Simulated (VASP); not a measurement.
# Li3Ca (I4/mmm) in VASP: a series of runs

Runs on Li3Ca. Level: LDA. Tasks: single point.

Everything below comes from runs of VASP 6.6.1. Logs are shortened: lines on timing, memory, paths and dates and some standing lists are left out, and cuts for length are marked.

## Step 1: The cell of the first run

Symmetry: I4/mmm, No. 139, tetragonal system. The conventional cell has a = 4.665 Å, b = 4.665 Å, c = 9.781 Å, α = 90.00°, β = 90.00°, γ = 90.00°. Li (site symmetry -4m2) has 8 Li at 3.30 to 3.38 Å and 4 Ca at 3.38 Å within 4.3 Å. Within 4.3 Å of Li (site symmetry 4/mmm) lie 4 Ca at 3.30 Å and 8 Li at 3.38 Å. Within 4.3 Å of Ca (site symmetry 4/mmm) lie 12 Li at 3.30 to 3.38 Å.

## Step 2: Single point, LDA

The input, INCAR:

```
ALGO     = Normal         # electronic algorithm
EDIFF    = 1E-6           # SCF threshold, eV
ENCUT    = 520            # plane-wave cutoff, eV
ISIF     = 2              # what is computed and relaxed
ISMEAR   = -1             # smearing method
LASPH    = T              # aspherical terms in the spheres
LCHARG   = F              # write CHGCAR
LREAL    = F              # projectors in reciprocal space
LWAVE    = F              # write WAVECAR
NBANDS   = 18             # bands
NELM     = 80             # most SCF steps
PREC     = Accurate       # precision mode
SIGMA    = 0.05           # smearing width, eV
```

The input, KPOINTS:

```
k-points
0
Gamma
  7 7 7
```

The input, POSCAR:

```
Li3Ca
1.0
   -2.3324400000      2.3324400000      4.8905000000
    2.3324400000     -2.3324400000      4.8905000000
    2.3324400000      2.3324400000     -4.8905000000
Li Ca
3 1
Direct
    0.7500000000      0.2500000000      0.5000000000
    0.2500000000      0.7500000000      0.5000000000
    0.5000000000      0.5000000000      0.0000000000
    0.0000000000      0.0000000000      0.0000000000
```

Potentials or basis: VASP PAW LDA potentials, release 64 (Li_sv, Ca_sv).

Command:

```
$ cat potpaw_LDA.64/Li_sv/POTCAR potpaw_LDA.64/Ca_sv/POTCAR > POTCAR
$ mpirun -np 1 vasp_std > vasp.out
```

OUTCAR:

```text
EDIFF = 1E-6
   ENCUT = 520
   ISIF = 2
   ISMEAR = -1
   LASPH = T
   LREAL = F
   NELM = 80
   PREC = Accurate

 ion  position               nearest neighbor table
   1  0.750  0.250  0.500-
   2  0.250  0.750  0.500-
   3  0.500  0.500  0.000-
   4  0.000  0.000  0.000-

  LATTYP: Found a body centered tetragonal cell.
 ALAT       =     4.6648800000
 C/A-ratio  =     2.0967313200

  Lattice vectors:

 A1 = (  -2.3324400000,   2.3324400000,   4.8905000000)
 A2 = (   2.3324400000,  -2.3324400000,   4.8905000000)
 A3 = (   2.3324400000,   2.3324400000,  -4.8905000000)

Analysis of symmetry for initial positions (statically):
=====================================================================
 Subroutine PRICEL returns:
 Original cell was already a primitive cell.

 Routine SETGRP: Setting up the symmetry group for a
 body centered tetragonal supercell.

 Subroutine GETGRP returns: Found 16 space group operations
 (whereof 16 operations were pure point group operations)
 out of a pool of 16 trial point group operations.

The static configuration has the point symmetry D_4h.

Analysis of symmetry for dynamics (positions and initial velocities):
=====================================================================
 Subroutine PRICEL returns:
 Original cell was already a primitive cell.

 Routine SETGRP: Setting up the symmetry group for a
 body centered tetragonal supercell.

 Subroutine GETGRP returns: Found 16 space group operations
 (whereof 16 operations were pure point group operations)
 out of a pool of 16 trial point group operations.

The dynamic configuration has the point symmetry D_4h.

 Subroutine INISYM returns: Found 16 space group operations
 (whereof 16 operations are pure point group operations),
 and found     1 'primitive' translations

----------------------------------------------------------------------------------------

                                     Primitive cell

  volume of cell :     106.4227

  direct lattice vectors                    reciprocal lattice vectors
    -2.332440000  2.332440000  4.890500000     0.000000000  0.214367787  0.102239035
     2.332440000 -2.332440000  4.890500000     0.214367787  0.000000000  0.102239035
     2.332440000  2.332440000 -4.890500000     0.214367787  0.214367787  0.000000000

  length of vectors
     5.898944224  5.898944224  5.898944224     0.237500249  0.237500249  0.303161831

  position of ions in fractional coordinates (direct lattice)
     0.750000000  0.250000000  0.500000000
     0.250000000  0.750000000  0.500000000
     0.500000000  0.500000000  0.000000000
     0.000000000  0.000000000  0.000000000

  ion indices of the primitive-cell ions
   primitive index   ion index
                 1           1
                 2           2
                 3           3
                 4           4

----------------------------------------------------------------------------------------

 KPOINTS: k-points

Automatic generation of k-mesh.
 Grid dimensions read from file:
 generate k-points for:    7    7    7

 Generating k-lattice:

  Cartesian coordinates                     Fractional coordinates (reciprocal lattice)
     0.000000000  0.030623970  0.014605576     0.142857143  0.000000000  0.000000000
     0.030623970  0.000000000  0.014605576     0.000000000  0.142857143  0.000000000
     0.030623970  0.030623970  0.000000000     0.000000000  0.000000000  0.142857143

  Length of vectors
     0.033928607  0.033928607  0.043308833

  Shift w.r.t. Gamma in fractional coordinates (k-lattice)
     0.000000000  0.000000000  0.000000000

 Subroutine IBZKPT returns following result:
 ===========================================

 Found     40 irreducible k-points:

 Following reciprocal coordinates:
            Coordinates               Weight
  0.000000  0.000000  0.000000      1.000000
  0.142857  0.000000  0.000000      8.000000
  0.285714  0.000000  0.000000      8.000000
  0.428571  0.000000  0.000000      8.000000
  0.142857  0.142857 -0.000000      8.000000
  0.285714  0.142857 -0.000000     16.000000
[... 16 lines left out ...]
 -0.142857  0.285714  0.142857      8.000000
 -0.428571  0.428571  0.142857      8.000000
 [... further k-points ...]
   k-points           NKPTS =     40   k-points in BZ     NKDIM =     40   number of bands    NBANDS=     18
   number of dos      NEDOS =    301   number of ions     NIONS =      4
   total plane-waves  NPLWV = 110592
   dimension x,y,z NGX =    48 NGY =   48 NGZ =   48
   dimension x,y,z NGXF=    96 NGYF=   96 NGZF=   96
   ions per type =               3   1
   NGX,Y,Z   is equivalent  to a cutoff of  13.53, 13.53, 13.53 a.u.
   NGXF,Y,Z  is equivalent  to a cutoff of  27.06, 27.06, 27.06 a.u.
 SYSTEM =  unknown system
   PREC   = accura    normal or accurate (medium, high low for compatibility)
   ISTART =      0    job   : 0-new  1-cont  2-samecut
   ICHARG =      2    charge: 1-file 2-atom 10-const
   ISPIN  =      1    spin polarized calculation?
   LNONCOLLINEAR =      F non collinear calculations
   LSORBIT =      F    spin-orbit coupling
   LASPH  =      T    aspherical Exc in radial PAW
   ENCUT  =  520.0 eV  38.22 Ry    6.18 a.u.  10.97 10.97 10.97*2*pi/ulx,y,z
   NELM   =     80;   NELMIN=  2; NELMDL= -5     # of ELM steps
   EDIFF  = 0.1E-05   stopping-criterion for ELM
   LREAL  =      F    real-space projection
   EDIFFG = 0.1E-04   stopping-criterion for IOM
   NSW    =      0    number of steps for IOM
   IBRION =     -1    ionic relax: 0-MD 1-quasi-New 2-CG
   NFREE  =      0    steps in history (QN), initial steepest desc. (CG)
   ISIF   =      2    stress and relaxation
   ISYM   =      2    0-nonsym 1-usesym 2-fastsym
   POTIM  = 0.5000    time-step for ionic-motion
   TEBEG  =    0.0;   TEEND  =   0.0 temperature during run
   PSTRESS=    0.0 pullay stress
   NELECT =      19.0000    total number of electrons
   NUPDOWN=      -1.0000    fix difference up-down
   EMIN   =  10.00;   EMAX   =-10.00  energy-range for DOS
   EFERMI =   0.00;   METHOD = LEGACY
   ISMEAR =    -1;   SIGMA  =   0.05  broadening in eV -4-tet -1-fermi 0-gaus
   EFERMI_NEDOS =   21; number of points for ismear=-14 and -15
   IALGO  =     38    algorithm
   IMIX   =      4    mixing-type and parameters
     AMIX     =   0.40;   BMIX     =  1.00
     AMIX_MAG =   1.60;   BMIX_MAG =  1.00
  volume/ion in A,a.u.               =      26.61       179.54
  Fermi-wavevector in a.u.,A,eV,Ry     =   0.921824  1.741995 11.561677  0.849759
  Thomas-Fermi vector in A             =   2.047283
   LORBIT       =      0    0 simple, 1 ext, 2 COOP (PROOUT), +10 PAW based schemes
   GGA     = CA    functional components
   LHFCALC =     F    Hartree Fock is set to
   AEXX    =    0.0000 exact exchange contribution
   IVDW    =     0    specifies the selected vdW correction
   LEPSILON=     F    determine dielectric tensor
   LRPA    =     F    only Hartree local field effects (RPA)
 non-spin polarized calculation
  energy-cutoff  :      520.00
  volume of cell :      106.42
 maximum number of plane-waves:      2890
 NGX is ok and might be reduce to    48
   NGX = 21   NGY = 21   NGZ = 21

 number of electron      19.0000003 magnetization

 Free energy of the ion-electron system (eV)
  ---------------------------------------------------
  ext. energy  EPLUGINS =         0.00000000
  ---------------------------------------------------
  free energy    TOTEN  =        -8.12954263 eV

  energy without entropy =       -8.10281558  energy(sigma->0) =       -8.11617911

 E-fermi :   0.9409     XC(G=0):  -7.3839

 val. band max:        0.9116692606   @ k =  -0.4286   0.1429   0.0000
 cond. band min:       0.9822687149   @ k =  -0.4286   0.2857   0.0000
 fundamental gap:      0.0705994543
 Fermi energy:         0.9408905734

 k-point     1 :       0.0000    0.0000    0.0000
  band No.  band energies     occupation
      1     -44.8077      2.00000
      2     -44.8021      2.00000
      3     -44.6798      2.00000
      4     -40.6523      2.00000
      5     -21.9492      2.00000
      6     -21.9310      2.00000
[... 10 lines left out ...]
     17       5.2746      0.00000
     18       6.1971      0.00000

 k-point     2 :       0.1429    0.0000    0.0000
  band No.  band energies     occupation
      1     -44.8074      2.00000
      2     -44.8024      2.00000
      3     -44.6798      2.00000
      4     -40.6523      2.00000
      5     -21.9491      2.00000
      6     -21.9331      2.00000
[... 10 lines left out ...]
     17       4.9479      0.00000
     18       6.2739      0.00000

 k-point     3 :       0.2857    0.0000    0.0000
  band No.  band energies     occupation
      1     -44.8066      2.00000
      2     -44.8032      2.00000
      3     -44.6798      2.00000
      4     -40.6521      2.00000
      5     -21.9489      2.00000
      6     -21.9378      2.00000
[... 10 lines left out ...]
     17       5.1394      0.00000
     18       6.5429      0.00000

 k-point     4 :       0.4286    0.0000    0.0000
  band No.  band energies     occupation
      1     -44.8055      2.00000
      2     -44.8043      2.00000
      3     -44.6798      2.00000
      4     -40.6520      2.00000
      5     -21.9488      2.00000
      6     -21.9416      2.00000
[... 375 lines left out ...]
      4     -40.6520      2.00000
      5     -21.9485      2.00000
      6     -21.9415      2.00000
[... 10 lines left out ...]
     17       5.1036      0.00000
     18       6.0993      0.00000

 k-point    23 :      -0.1429    0.2857    0.1429
  band No.  band energies     occupation
      1     -44.8055      2.00000
      2     -44.8042      2.00000
      3     -44.6798      2.00000
      4     -40.6520      2.00000
      5     -21.9487      2.00000
      6     -21.9416      2.00000
[... 10 lines left out ...]
     17       5.4467      0.00000
     18       6.3445      0.00000

 k-point    24 :      -0.4286    0.4286    0.1429
  band No.  band energies     occupation
      1     -44.8052      2.00000
      2     -44.8045      2.00000
      3     -44.6799      2.00000
      4     -40.6518      2.00000
      5     -21.9483      2.00000
      6     -21.9412      2.00000
[... 10 lines left out ...]
     17       5.5638      0.00000
     18       6.1198      0.00000

 [... further k-points ...]

------------------------ aborting loop because EDIFF is reached ----------------------------------------

  FORCE on cell =-STRESS in cart. coord.  units (eV):
  Direction    XX          YY          ZZ          XY          YZ          ZX
  --------------------------------------------------------------------------------------
  -------------------------------------------------------------------------------------
  Total       -0.9381240     -0.9381240     -0.7924689      0.0000000      0.0000000     -0.0000000
  in kB      -14.1233139    -14.1233139    -11.9304979      0.0000000      0.0000000     -0.0000000
  external PRESSURE =     -13.3923752 kB  Pullay stress =       0.0000000 kB

 VOLUME and BASIS-vectors are now :
 -----------------------------------------------------------------------------
  energy-cutoff  :      520.00
  volume of cell :      106.42
      direct lattice vectors                 reciprocal lattice vectors
    -2.332440000  2.332440000  4.890500000     0.000000000  0.214367787  0.102239035
     2.332440000 -2.332440000  4.890500000     0.214367787  0.000000000  0.102239035
     2.332440000  2.332440000 -4.890500000     0.214367787  0.214367787  0.000000000

 POSITION                                       TOTAL-FORCE (eV/Angst)
 -----------------------------------------------------------------------------------
      0.00000      2.33244      2.44525         0.000000     -0.000000     -0.000000
      2.33244      0.00000      2.44525        -0.000000      0.000000     -0.000000
      0.00000      0.00000      4.89050        -0.000000      0.000000      0.000000
      0.00000      0.00000      0.00000        -0.000000      0.000000      0.000000
 -----------------------------------------------------------------------------------
    total drift:                                0.000000     -0.000000      0.000000

  FREE ENERGIE OF THE ION-ELECTRON SYSTEM (eV)
  ---------------------------------------------------
  free  energy   TOTEN  =        -8.1295426267 eV

  energy  without entropy=       -8.1028155841  energy(sigma->0) =       -8.11617911
```

Wall time 1.7 min (1 thread of Intel Xeon Platinum 8488C (Sapphire Rapids), shared host); peak memory 0.29 GiB.

What came out:

```
Free energy            : -8.1295 eV
Band gap on the k mesh : zero (an odd number of electrons rules out a gap without spin polarisation)
```

Levels at points of the mesh, in eV from the Fermi level:
```
           k point  band 6  band 7  band 8  band 9  band 10  band 11  band 12  band 13
(0.00, 0.00, 0.00)  -22.87  -22.87   -3.63    0.87     1.05     1.16     1.30     1.30
```

Caveat: the cutoff is under 1.25 times the usual one of these potentials, so pressure, stress and relaxed cells hold a basis-set (Pulay) error.

(Part 1 of 2 ends here.)
